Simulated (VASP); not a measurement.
# Cs3H (Pmmm) in VASP: notebook, part 2 of 2

VASP 6.6.1. The steps go on from the part before.

## (3) Single point, PBE

This run uses another cell than the first one, of 71.83 Å³/atom.

The input, INCAR:

```
PREC = Accurate
ENCUT = 520
EDIFF = 1E-6
ISMEAR = 0
SIGMA = 0.1
LREAL = F
LASPH = T
NELM = 60
ALGO = Normal
ISIF = 2
LWAVE = F
LCHARG = F
GGA = PE
NBANDS = 22
```

The input, KPOINTS:

```
Automatic mesh
0
Gamma
  4 4 4
```

The input, POSCAR:

```
Cs3H
1.0
    5.1032839686      0.0000000000      0.0000000000
    0.0000000000      6.2541782834      0.0000000000
    0.0000000000      0.0000000000      9.0025964976
Cs H
3 1
Direct
    0.0000000000      0.0000000000      0.5000000000
    0.5000000000      0.5000000000      0.2552655976
    0.5000000000      0.5000000000      0.7447344024
    0.0000000000      0.5000000000      0.5000000000
```

Potentials or basis: VASP PAW PBE potentials, release 64 (Cs_sv, H).

Launch:

```bash
$ cat potpaw_PBE.64/Cs_sv/POTCAR potpaw_PBE.64/H/POTCAR > POTCAR
$ mpirun -np 1 vasp_std > vasp.out
```

Run time: 4.6 min. Hardware: 1 thread of Intel Xeon 8259CL, shared host; peak memory 0.43 GiB.

The run converged. Its results:

```yaml
Free_energy: -5.7277 eV
Pressure: 0.2 GPa
Largest_force: 0.010 eV/Å
Band_gap_on_the_k_mesh: zero (bands 14 and 15 overlap by 1.26 eV)
```

Forces in eV/Å, atoms in the order of the input:
```
Cs   0.000  0.000  0.000
Cs   0.000  0.000  0.010
Cs   0.000  0.000 -0.010
H    0.000  0.000  0.000
```

Stress tensor (GPa, compression positive):
```
0.02 0.00 0.00
0.00 0.25 0.00
0.00 0.00 0.23
```

Levels at points of the mesh, in eV from the Fermi level:
| k point | band 10 | band 11 | band 12 | band 13 | band 14 | band 15 | band 16 | band 17 | band 18 | band 19 |
| --- | --- | --- | --- | --- | --- | --- | --- | --- | --- | --- |
| (0.00, 0.00, 0.00) | -10.52 | -10.43 | -10.34 | -3.20 | -1.10 | 0.30 | 0.31 | 1.16 | 1.67 | 1.76 |
| (0.50, 0.00, 0.00) | -10.58 | -10.49 | -10.41 | -2.94 | -0.14 | 0.26 | 0.47 | 1.10 | 1.47 | 1.59 |
| (0.00, 0.50, 0.00) | -10.47 | -10.47 | -10.41 | -2.65 | -0.44 | 0.11 | 0.31 | 0.48 | 1.52 | 1.83 |
| (0.50, 0.50, 0.00) | -10.55 | -10.49 | -10.35 | -2.44 | 0.16 | 0.19 | 1.01 | 1.22 | 1.36 | 1.40 |
| (0.00, 0.00, 0.50) | -10.55 | -10.42 | -10.34 | -3.13 | -0.88 | -0.64 | 0.99 | 1.31 | 1.87 | 2.21 |
| (0.50, 0.00, 0.50) | -10.55 | -10.49 | -10.41 | -2.93 | 0.02 | 0.46 | 0.51 | 1.25 | 1.37 | 1.57 |
| (0.00, 0.50, 0.50) | -10.47 | -10.47 | -10.39 | -2.58 | -0.36 | -0.25 | 0.19 | 1.46 | 1.74 | 1.78 |
| (0.50, 0.50, 0.50) | -10.55 | -10.49 | -10.35 | -2.42 | 0.62 | 0.67 | 0.88 | 1.01 | 1.05 | 1.36 |

Caveat: spin-orbit coupling is left out, which moves the levels of the heavy elements.

## (4) Relaxation of cell and atoms, PBE

The input, INCAR:

```
SYSTEM = Cs3H
  ALGO = Normal
  EDIFF = 1E-6
  EDIFFG = -0.04
  ENCUT = 600
  GGA = PE
  IBRION = 2
  ISIF = 3
  ISMEAR = 0
  LASPH = .True.
  LCHARG = .False.
  LREAL = .False.
  LWAVE = .False.
  NELM = 100
  NSW = 90
  PREC = Accurate
  SIGMA = 0.1
```

The input, KPOINTS:

```
k-points
0
Gamma
  4 4 4
  0 0 0
```

The input, POSCAR:

```
Cs3H
1.0
    4.7700124400      0.0000000000      0.0000000000
    0.0000000000      4.9431218200      0.0000000000
    0.0000000000      0.0000000000      7.1137753400
Cs H
3 1
Direct
    0.0000000000      0.0000000000      0.5000000000
    0.5000000000      0.5000000000      0.2749899300
    0.5000000000      0.5000000000      0.7250100700
    0.0000000000      0.5000000000      0.5000000000
```

Launch:

```bash
$ cat potpaw_PBE.64/Cs_sv/POTCAR potpaw_PBE.64/H/POTCAR > POTCAR
$ mpirun -np 1 vasp_std > vasp.out
```

It took 23 min on 1 thread of Intel Xeon 8259CL, shared host; peak memory 0.36 GiB.

The run converged. Its results:

```yaml
Free_energy: -5.7219 eV
Relaxed_volume: 76.15 Å³/atom
Relaxed_cell: a = 5.032 Å, b = 6.483 Å, c = 9.337 Å, α = 90.00°, β = 90.00°, γ = 90.00°
Space_group_after_relaxing_to_0.1_Å: Pmmm (No. 47)
Energy_gained_by_relaxing: 428.0 meV/atom
Ionic_steps: 13
Pressure_after_relaxing: 0.0 GPa
Largest_force_after_relaxing: 0.039 eV/Å
Band_gap_on_the_k_mesh: zero (bands 14 and 15 overlap by 1.20 eV)
```

Forces on the atoms (eV/Å):
```
Cs   0.000  0.000  0.000
Cs   0.000  0.000  0.039
Cs   0.000  0.000 -0.039
H    0.000  0.000  0.000
```

Step by step:
| step | energy change (eV) | largest force (eV/Å) | pressure (GPa) | volume (Å³) |
| --- | --- | --- | --- | --- |
| 1 | 0.0000 | 1.5070 | 5.54 | 167.73 |
| 2 | -1.1021 | 0.5086 | 2.20 | 205.25 |
| 3 | -1.5192 | 0.1345 | 0.87 | 241.70 |
| 4 | -1.6186 | 0.2400 | -0.30 | 326.18 |
| 5 | -1.6616 | 0.1585 | -0.05 | 298.06 |
| 6 | -1.6635 | 0.1386 | 0.01 | 292.26 |
| 7 | -1.6769 | 0.1220 | 0.01 | 293.11 |
| 8 | -1.7021 | 0.0822 | 0.02 | 295.31 |
| 9 | -1.6965 | 0.0258 | 0.07 | 298.14 |
| 10 | -1.7078 | 0.0524 | 0.04 | 296.85 |
| 11 | -1.7079 | 0.0551 | 0.03 | 296.69 |
| 12 | -1.7093 | 0.0511 | 0.02 | 298.65 |
| 13 | -1.7119 | 0.0391 | -0.03 | 304.58 |

Final structure:
```
CELL_PARAMETERS angstrom
5.03161 0.00000 0.00000
0.00000 6.48298 0.00000
0.00000 0.00000 9.33738
ATOMIC_POSITIONS crystal
Cs 0.00000 0.00000 0.50000
Cs 0.50000 0.50000 0.25652
Cs 0.50000 0.50000 0.74348
H 0.00000 0.50000 0.50000
```

Levels at points of the mesh, in eV from the Fermi level:
```csv
k point,band 10,band 11,band 12,band 13,band 14,band 15,band 16,band 17,band 18
"(0.00, 0.00, 0.00)",-10.57,-10.47,-10.41,-3.12,-1.04,0.19,0.28,1.18,1.64
"(0.50, 0.00, 0.00)",-10.63,-10.54,-10.46,-2.84,-0.06,0.33,0.48,1.09,1.53
"(0.00, 0.50, 0.00)",-10.52,-10.50,-10.46,-2.66,-0.50,0.17,0.23,0.42,1.55
"(0.50, 0.50, 0.00)",-10.59,-10.56,-10.42,-2.44,0.18,0.23,1.01,1.31,1.37
"(0.00, 0.00, 0.50)",-10.59,-10.47,-10.41,-3.06,-0.88,-0.62,0.96,1.29,1.73
"(0.50, 0.00, 0.50)",-10.61,-10.54,-10.46,-2.83,0.09,0.51,0.51,1.19,1.31
"(0.00, 0.50, 0.50)",-10.53,-10.50,-10.44,-2.60,-0.42,-0.30,0.19,1.40,1.60
"(0.50, 0.50, 0.50)",-10.59,-10.56,-10.42,-2.43,0.58,0.61,0.89,0.99,1.04
```

Caveat: the volume moved by over 15 % at a fixed basis, so the end points are rough; spin-orbit coupling is left out, which moves the levels of the heavy elements.

## (5) Single point, PBE

This run uses another cell than the first one, of 76.45 Å³/atom.

The input, INCAR:

```
PREC = Accurate
ENCUT = 520
EDIFF = 1E-6
ISMEAR = 0
SIGMA = 0.1
LREAL = F
LASPH = T
NELM = 80
ALGO = Normal
ISIF = 2
LWAVE = F
LCHARG = F
GGA = PE
NBANDS = 22
```

The input, KPOINTS:

```
Automatic mesh
0
Gamma
  10 8 6
```

The input, POSCAR:

```
Cs3H
1.0
    5.0376366127      0.0000000000      0.0000000000
    0.0000000000      6.4976868930      0.0000000000
    0.0000000000      0.0000000000      9.3425478095
Cs H
3 1
Direct
    0.0000000000      0.0000000000      0.5000000000
    0.5000000000      0.5000000000      0.2609645575
    0.5000000000      0.5000000000      0.7390354425
    0.0000000000      0.5000000000      0.5000000000
```

Launch:

```bash
$ cat potpaw_PBE.64/Cs_sv/POTCAR potpaw_PBE.64/H/POTCAR > POTCAR
$ mpirun -np 1 vasp_std > vasp.out
```

Wall time 22 min (1 thread of Intel Xeon 8259CL, shared host); peak memory 0.82 GiB.

The run converged. Its results:

* Free energy: -5.7519 eV
* Pressure: 0.0 GPa
* Band gap on the k mesh: zero (bands 14 and 15 overlap by 1.23 eV)

Levels at points of the mesh, in eV from the Fermi level:
```tsv
k point	band 10	band 11	band 12	band 13	band 14	band 15	band 16	band 17	band 18	band 19
(0.00, 0.00, 0.00)	-10.53	-10.43	-10.37	-3.08	-0.98	0.26	0.33	1.23	1.69	1.77
(0.50, 0.00, 0.00)	-10.58	-10.50	-10.43	-2.81	0.01	0.41	0.53	1.12	1.55	1.60
(0.00, 0.50, 0.00)	-10.48	-10.46	-10.42	-2.64	-0.45	0.24	0.30	0.47	1.64	1.67
(0.50, 0.50, 0.00)	-10.55	-10.51	-10.38	-2.42	0.25	0.30	1.10	1.36	1.37	1.44
(0.00, 0.00, 0.50)	-10.55	-10.43	-10.37	-3.02	-0.79	-0.58	1.03	1.38	1.78	2.10
(0.50, 0.00, 0.50)	-10.57	-10.50	-10.43	-2.81	0.15	0.56	0.60	1.22	1.37	1.56
(0.00, 0.50, 0.50)	-10.49	-10.46	-10.41	-2.58	-0.37	-0.22	0.27	1.42	1.66	1.69
(0.50, 0.50, 0.50)	-10.55	-10.51	-10.38	-2.41	0.63	0.66	0.99	1.08	1.10	1.40
```

Caveat: spin-orbit coupling is left out, which moves the levels of the heavy elements.

## (6) Summary

```csv
task,cell,k mesh,cutoff (eV),gap on the mesh (eV),pressure (GPa),largest force (eV/Å)
single point,"a = 4.770, b = 4.943, c = 7.114 Å, 4 atoms, atomic positions A",4 × 4 × 4,520,none,5.5,1.51
single point,"a = 5.103, b = 6.254, c = 9.003 Å, 4 atoms, atomic positions B",4 × 4 × 4,520,none,0.2,0.01
relaxation of cell and atoms,"relaxed from a = 4.770, b = 4.943, c = 7.114 Å, 4 atoms, atomic positions A",4 × 4 × 4,600,none,0.0,0.04
single point,"a = 5.038, b = 6.498, c = 9.343 Å, 4 atoms, atomic positions C",10 × 8 × 6,520,none,0.0,-
```

Alike in all rows: level PBE; potentials or basis VASP PAW PBE potentials, release 64 (Cs_sv, H); no spin polarisation; smearing gaussian 0.1 eV.

Caveats: spin-orbit coupling is left out, which moves the levels of the heavy elements; the stress differs along the axes, from 3 to 8 GPa (at least some runs); forces of over 1 eV/Å act on the atoms, so gaps and moduli don't describe the material at rest (at least some runs); the volume moved by over 15 % at a fixed basis, so the end points are rough (at least some runs).

Total energies depend on the potentials used, so only differences within one code and one set of settings carry meaning.
